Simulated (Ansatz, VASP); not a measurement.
**One calculation of SnO, two programs**

```
CELL_PARAMETERS angstrom
3.69448 0.00000 0.00000
0.00000 3.69448 0.00000
0.00000 0.00000 4.70811
ATOMIC_POSITIONS crystal
Sn 0.50000 0.00000 0.23690
Sn 0.00000 0.50000 0.76310
O 0.00000 0.00000 0.00000
O 0.50000 0.50000 0.00000
```

Alike in both runs: task single point; functional PBE; k mesh 6 × 6 × 4; occupations fermi-dirac, width 0.05 eV; no spin polarisation.

|  | VASP | Ansatz |
| --- | --- | --- |
| version | VASP 6.6.1 | Ansatz 0.2.0 |
| potentials or method | VASP PAW PBE potentials, release 64 (Sn_d, O), cutoff 520 eV | plane waves, PAW |
| valence electrons in the cell | 40 | 40 |

VASP gave:

| Quantity | Value |
| --- | --- |
| pressure (GPa) | 15.5 |
| traceless stress, the component that is largest in VASP (GPa) | -2.35 |

**Question.** Which values does Ansatz return?

**Answer.** Pressure (GPa): 15.0; traceless stress, the component that is largest in VASP (GPa): -2.35.

Ansatz's warnings: stress scf threshold loose.
